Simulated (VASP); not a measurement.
Wanted: the native input for a VASP 6.6.1 run.

```
Task                   : single point
Functional             : LDA
Potentials or basis    : VASP PAW LDA potentials, release 64 (Al, Au)
Cutoff                 : 520 eV
k mesh                 : 4 × 4 × 1
Occupations            : fermi-dirac, width 0.05 eV
Spin                   : no spin polarisation
Dipole correction      : no
Further INCAR settings : LREAL = Auto; ALGO = Normal; EDIFF = 1e-06; NBANDS = 66
```

The structure of Al27Au lies in POSCAR:

```
Al27Au
1.0
    8.5913470000      0.0000000000      0.0000000000
    4.2956740000      7.4403250000      0.0000000000
    0.0000000000      0.0000000000     17.6765370000
Al Au
27 1
Direct
    0.1111110703      0.1111111410      0.0565721668
    0.4444444812      0.1111111410      0.0565721668
    0.7777777758      0.1111111410      0.0565721668
    0.1111110539      0.4444444295      0.0565721668
    0.4444444648      0.4444444295      0.0565721668
    0.7777777594      0.4444444295      0.0565721668
    0.1111111539      0.7777777180      0.0565721668
    0.4444444484      0.7777777180      0.0565721668
    0.7777778594      0.7777777180      0.0565721668
   -0.1106274917      0.2218585882      0.1834324223
    0.2239245613      0.2198598852      0.1879909509
    0.5568768473      0.2198813896      0.1880173136
   -0.1109966444      0.5554922668      0.1844258861
    0.2254145023      0.5498140202      0.1837443047
    0.5561491497      0.5555113520      0.1844138363
   -0.1056533904      0.8843471219      0.1818929239
    0.2219868298      0.8843543797      0.1818848341
    0.5562245857      0.8883464096      0.1883819212
    0.0008443888     -0.0005611314      0.3102827777
    0.3140378775     -0.0145894165      0.3119125652
    0.7017198589     -0.0145667024      0.3119541458
   -0.0025569414      0.3342671187      0.3124394218
    0.3297723745      0.3414512135      0.3185961707
    0.6693055459      0.3343048859      0.3124403835
    0.0063453250      0.6579375229      0.3113809000
    0.3367577882      0.6579347004      0.3113743942
    0.6648772269      0.6713428513      0.3151443068
    0.4631442795      1.0748513002      0.4046179973
```

The input as run:

INCAR

```
PREC = Accurate
ENCUT = 520
EDIFF = 1E-6
ISMEAR = -1
SIGMA = 0.05
LREAL = Auto
LASPH = T
NELM = 80
ALGO = Normal
ISIF = 2
LWAVE = F
LCHARG = F
NBANDS = 66
```

KPOINTS

```
Automatic mesh
0
Gamma
  4 4 1
```

Potentials or basis: VASP PAW LDA potentials, release 64 (Al, Au).

Launch:

```bash
$ cat potpaw_LDA.64/Al/POTCAR potpaw_LDA.64/Au/POTCAR > POTCAR
$ mpirun -np 1 vasp_std > vasp.out
```

Results of the run:

| Quantity | Value |
| --- | --- |
| Largest force | 0.165 eV/Å |
| Band gap on the k mesh | zero (bands 46 and 47 overlap by 0.43 eV) |

Caveat: there is no dipole correction, which matters where the two faces differ; spin-orbit coupling is left out, which moves the levels of the heavy elements.

Run time: 56 min on 1 thread of Intel Xeon 8259CL (shared host), peak memory 0.97 GiB.
